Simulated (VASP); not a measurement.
# C in VASP: relaxation of the atoms with PBE+D3(BJ)

Aim: the relaxation of the atoms of C with PBE+D3(BJ).

Everything below comes from runs of VASP 6.6.1. Logs are shortened: lines on timing, memory, paths and dates and some standing lists are left out, and cuts for length are marked.

## Step 1: The cell of the first run

The cell holds a slab with vacuum, 4 atoms: a = 2.466 Å, b = 2.466 Å, c = 32.600 Å, α = 90.00°, β = 90.00°, γ = 120.00°.

## Step 2: Relaxation of the atoms, PBE+D3(BJ)

The input, INCAR:

```
ALGO = Normal
DIPOL = 0.5 0.5 0.500
EDIFF = 1E-6
EDIFFG = -0.01
ENCUT = 520
GGA = PE
IBRION = 2
IDIPOL = 3
ISIF = 2
ISMEAR = 0
IVDW = 12
KPAR = 2
LASPH = True
LCHARG = False
LDIPOL = True
LREAL = False
LWAVE = False
NELM = 80
NSW = 70
PREC = Accurate
SIGMA = 0.1
```

The input, KPOINTS:

```
k-points
0
Gamma
  18 18 1
```

The input, POSCAR:

```
C
1.0
    2.4657190382      0.0000000000      0.0000000000
   -1.2328595191      2.1353753257      0.0000000000
    0.0000000000      0.0000000000     32.6000015684
C
4
Selective dynamics
Direct
    0.6666666667      0.3333333333      0.4493864935  F F T
    0.3333333333      0.6666666667      0.4493865055  T T T
    0.1666666667      0.3333333333      0.5506134945  F F T
    0.8333333333      0.6666666667      0.5506135065  T T T
```

Potentials or basis: VASP PAW PBE potentials, release 64 (C).

Launch:

```sh
> cat potpaw_PBE.64/C/POTCAR > POTCAR
> mpirun -np 2 vasp_std > vasp.out
```

OUTCAR:

```text
EDIFF = 1E-6
   EDIFFG = -0.01
   ENCUT = 520
   GGA = PE
   IBRION = 2
   ISIF = 2
   ISMEAR = 0
   IVDW = 12
   LASPH = True
   LREAL = False
   NELM = 80
   NSW = 70
   PREC = Accurate
 IVDW          = 12

 ion  position               nearest neighbor table
   1  0.667  0.333  0.449-   2 1.42   2 1.42   2 1.42
   2  0.333  0.667  0.449-   1 1.42   1 1.42   1 1.42
   3  0.167  0.333  0.551-   4 1.42   4 1.42   4 1.42
   4  0.833  0.667  0.551-   3 1.42   3 1.42   3 1.42

  LATTYP: Found a hexagonal cell.
 ALAT       =     2.4657190382
 C/A-ratio  =    13.2212961263

  Lattice vectors:

 A1 = (   2.4657190382,   0.0000000000,   0.0000000000)
 A2 = (  -1.2328595191,   2.1353753257,   0.0000000000)
 A3 = (   0.0000000000,   0.0000000000,  32.6000015684)

Analysis of symmetry for initial positions (statically):
=====================================================================
 Subroutine PRICEL returns:
 Original cell was already a primitive cell.

 Routine SETGRP: Setting up the symmetry group for a
 hexagonal supercell.

 Subroutine GETGRP returns: Found  8 space group operations
 (whereof  4 operations were pure point group operations)
 out of a pool of 24 trial point group operations.

The static configuration has the point symmetry C_2v.
 The point group associated with its full space group is D_2h.

Analysis of symmetry for dynamics (positions and initial velocities):
=====================================================================
 Subroutine PRICEL returns:
 Original cell was already a primitive cell.

 Routine SETGRP: Setting up the symmetry group for a
 hexagonal supercell.

 Subroutine GETGRP returns: Found  8 space group operations
 (whereof  4 operations were pure point group operations)
 out of a pool of 24 trial point group operations.

The dynamic configuration has the point symmetry C_2v.
 The point group associated with its full space group is D_2h.

Analysis of constrained symmetry for selective dynamics:
=====================================================================
 Subroutine PRICEL returns:
 Original cell was already a primitive cell.

 Routine SETGRP: Setting up the symmetry group for a
 hexagonal supercell.

 Subroutine GETGRP returns: Found  4 space group operations
 (whereof  2 operations were pure point group operations)
 out of a pool of 24 trial point group operations.

The constrained configuration has the point symmetry C_1h.
 The point group associated with its full space group is C_2v.

 Subroutine INISYM returns: Found  4 space group operations
 (whereof  2 operations are pure point group operations),
[... 128 lines left out ...]
   IVDW    =    12    specifies the selected vdW correction
   LEPSILON=     F    determine dielectric tensor
   LRPA    =     F    only Hartree local field effects (RPA)
 conjugate gradient relaxation of ions
 non-spin polarized calculation
 Gauss-broadening in eV      SIGMA  =   0.10
  energy-cutoff  :      520.00
  volume of cell :      171.65
 maximum number of plane-waves:      4686
   NGX =  9   NGY =  9   NGZ =121

--------------------------------------- Ionic step        1  -------------------------------------------

 number of electron      15.9999996 magnetization

 Free energy of the ion-electron system (eV)
  ---------------------------------------------------
  ext. energy  EPLUGINS =         0.00000000
  ---------------------------------------------------
  free energy    TOTEN  =       -36.86499569 eV

  energy without entropy =      -36.86484573  energy(sigma->0) =      -36.86492071

------------------------ aborting loop because EDIFF is reached ----------------------------------------

 Edisp (eV)   -0.48421

 E8    (eV) :    -0.1453
[... 111 lines left out ...]
  FREE ENERGIE OF THE ION-ELECTRON SYSTEM (eV)
  ---------------------------------------------------
  free  energy   TOTEN  =       -37.3496249197 eV

  energy  without entropy=      -37.3494684612  energy(sigma->0) =      -37.34954669

[... ionic steps 4 to 12 ...]

--------------------------------------- Ionic step       13  -------------------------------------------

 number of electron      15.9999994 magnetization

------------------------ aborting loop because EDIFF is reached ----------------------------------------
[... 79 lines left out ...]
--------------------------------------- Ionic step       15  -------------------------------------------

 number of electron      15.9999995 magnetization

 dipolmoment           0.000000      0.000000      0.000003 electrons x Angstroem

 Free energy of the ion-electron system (eV)
  ---------------------------------------------------
  ext. energy  EPLUGINS =         0.00000000
  ---------------------------------------------------
  free energy    TOTEN  =       -36.87974116 eV

  energy without entropy =      -36.87948560  energy(sigma->0) =      -36.87961338

 E-fermi :  -2.4310     XC(G=0):  -2.4399

 val. band max:       -2.5312028690   @ k =   0.3333   0.3333   0.0000
 cond. band min:      -2.3308918333   @ k =   0.3333   0.3333   0.0000
 fundamental gap:      0.2003110357
 Fermi energy:        -2.4310433679

 k-point     1 :       0.0000    0.0000    0.0000
  band No.  band energies     occupation
      1     -22.0065      2.00000
      2     -21.8776      2.00000
      3     -10.4702      2.00000
      4      -9.5889      2.00000
      5      -5.4689      2.00000
      6      -5.4592      2.00000
      7      -5.4542      2.00000
      8      -5.4540      2.00000
      9       0.9774      0.00000
     10       1.3254      0.00000
     11       1.8639      0.00000
     12       2.1174      0.00000
[... 331 lines left out ...]
 k-point    24 :      -0.1667    0.1111    0.0000
  band No.  band energies     occupation
      1     -21.4949      2.00000
      2     -21.3701      2.00000
      3      -9.8550      2.00000
      4      -8.9931      2.00000
      5      -7.2463      2.00000
      6      -7.2193      2.00000
      7      -6.4706      2.00000
      8      -6.4650      2.00000
      9       1.6649      0.00000
     10       2.0220      0.00000
     11       2.5750      0.00000
     12       2.8264      0.00000

 [... further k-points ...]

------------------------ aborting loop because EDIFF is reached ----------------------------------------

 vacuum level on the upper side and lower side of the slab       (xc-potential included)        -0.077        -0.077

 Edisp (eV)   -0.47222

 E8    (eV) :    -0.1411

  FORCE on cell =-STRESS in cart. coord.  units (eV):
  Direction    XX          YY          ZZ          XY          YZ          ZX
  --------------------------------------------------------------------------------------
  -------------------------------------------------------------------------------------
  Total       0.13460     0.07846    -0.01818     0.00000     0.00000     0.00000
  in kB       1.25638     0.73232    -0.16971     0.00000     0.00000     0.00000
  external pressure =        0.61 kB  Pullay stress =        0.00 kB
[... 19 lines left out ...]
  FREE ENERGIE OF THE ION-ELECTRON SYSTEM (eV)
  ---------------------------------------------------
  free  energy   TOTEN  =       -37.3519630275 eV

  energy  without entropy=      -37.3517074724  energy(sigma->0) =      -37.35183525

 reached required accuracy - stopping structural energy minimisation

 vacuum level on the upper side and lower side of the slab         1.838         1.838
```

OSZICAR:

```text
N       E                     dE             d eps       ncg     rms          rms(c)
DAV:   1     0.128708476269E+03    0.12871E+03   -0.63211E+03  2344   0.990E+02
DAV:   2    -0.222727536011E+02   -0.15098E+03   -0.13201E+03  3724   0.199E+02
DAV:   3    -0.388234943365E+02   -0.16551E+02   -0.15931E+02  2736   0.845E+01
[... 112 lines left out ...]
       N       E                     dE             d eps       ncg     rms          rms(c)
DAV:   1    -0.368797307985E+02    0.22180E-03   -0.19497E-02  2184   0.124E+00    0.243E-02
DAV:   2    -0.368797425177E+02   -0.11719E-04   -0.28007E-04  2476   0.148E-01    0.176E-02
DAV:   3    -0.368797402865E+02    0.22312E-05   -0.18952E-05  2592   0.441E-02    0.484E-03
DAV:   4    -0.368797411568E+02   -0.87033E-06   -0.50265E-06  2312   0.159E-02
  15 F= -.37351963E+02 E0= -.37351835E+02  d E =-.241096E-04
```

CONTCAR:

```text
C
   1.00000000000000
     2.4657190382000000    0.0000000000000000    0.0000000000000000
    -1.2328595191000000    2.1353753257000001    0.0000000000000000
     0.0000000000000000    0.0000000000000000   32.6000015684000033
  C
     4
Selective dynamics
Direct
     0.6666666667000030    0.3333333332999970    0.4475099709275747   F   F   T
     0.3332931237535755    0.6665862476071599    0.4475099801737755   T   T   T
     0.1666666667000030    0.3333333332999970    0.5524900170724243   F   F   T
     0.8332931237535754    0.6665862476071599    0.5524900318262257   T   T   T

  0.00000000E+00  0.00000000E+00  0.00000000E+00
  0.00000000E+00  0.00000000E+00  0.00000000E+00
  0.00000000E+00  0.00000000E+00  0.00000000E+00
  0.00000000E+00  0.00000000E+00  0.00000000E+00
```

Wall time 8 min (2 MPI ranks of Intel Xeon Platinum 8488C (Sapphire Rapids), shared host); peak memory 0.36 GiB.

Results:

* Free energy: -37.3520 eV
* Energy gained by relaxing: 0.7 meV/atom
* Ionic steps: 15
* Dispersion energy per atom: -0.118 eV

Step by step:
| step | energy change (eV) | largest force on free atoms (eV/Å) | pressure (GPa) |
| --- | --- | --- | --- |
| 1 | 0.0000 | 0.0242 | 0.10 |
| 2 | -0.0001 | 0.0237 | 0.10 |
| 3 | -0.0004 | 0.0327 | 0.10 |
| 4 | -0.0009 | 0.0678 | 0.09 |
| 5 | -0.0015 | 0.1468 | 0.08 |
| 6 | -0.0015 | 0.1430 | 0.08 |
| 7 | -0.0016 | 0.1320 | 0.08 |
| 8 | -0.0018 | 0.1097 | 0.08 |
| 9 | -0.0021 | 0.0653 | 0.08 |
| 10 | -0.0024 | 0.0260 | 0.07 |
| 11 | -0.0024 | 0.0570 | 0.07 |
| 12 | -0.0025 | 0.0549 | 0.07 |
| 13 | -0.0026 | 0.0488 | 0.07 |
| 14 | -0.0027 | 0.0366 | 0.06 |
| 15 | -0.0028 | 0.0074 | 0.06 |

Final structure:
```cif
data_structure
_symmetry_space_group_name_H-M 'P 1'
_symmetry_Int_Tables_number 1
_cell_length_a 2.4657
_cell_length_b 2.4657
_cell_length_c 32.6000
_cell_angle_alpha 90.000
_cell_angle_beta 90.000
_cell_angle_gamma 120.000
_cell_volume 171.65
loop_
_atom_site_label
_atom_site_type_symbol
_atom_site_fract_x
_atom_site_fract_y
_atom_site_fract_z
_atom_site_occupancy
C1 C 0.66667 0.33333 0.44751 1
C2 C 0.33329 0.66659 0.44751 1
C3 C 0.16667 0.33333 0.55249 1
C4 C 0.83329 0.66659 0.55249 1
```
